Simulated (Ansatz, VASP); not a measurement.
**One calculation of W, two programs**

```xyz
1
Lattice="-1.6543 1.5071 1.6110 1.6577 -1.5520 1.6593 1.5384 1.4361 -1.6559" Properties=species:S:1:pos:R:3 pbc="T T T"
W     0.0000    0.0000    0.0000
```

Alike in both runs: task single point; functional PBE; k mesh 4 × 4 × 4; occupations gaussian, width 0.1 eV; no spin polarisation.

```csv
,VASP,Ansatz
version,VASP 6.6.1,Ansatz 0.2.0
potentials or method,"VASP PAW PBE potentials, release 64 (W_sv), cutoff 500 eV","scalar-relativistic, plane waves, PAW"
valence electrons in the cell,14,14
```

Ansatz gave:

```
gap on the k mesh at the Fermi level (eV)                     : none
pressure (GPa)                                                : 19.9
traceless stress, the component that is largest in VASP (GPa) : 17.83
```

Problem. What did VASP give for the same quantities?

Solution. gap on the k mesh at the Fermi level (eV): none; pressure (GPa): 20.7; traceless stress, the component that is largest in VASP (GPa): 17.98.

A gap of «none» marks a metal or a gap that the smearing closes.

The k mesh is coarse, so the values compare programs but aren't converged. Spin-orbit coupling is off throughout.
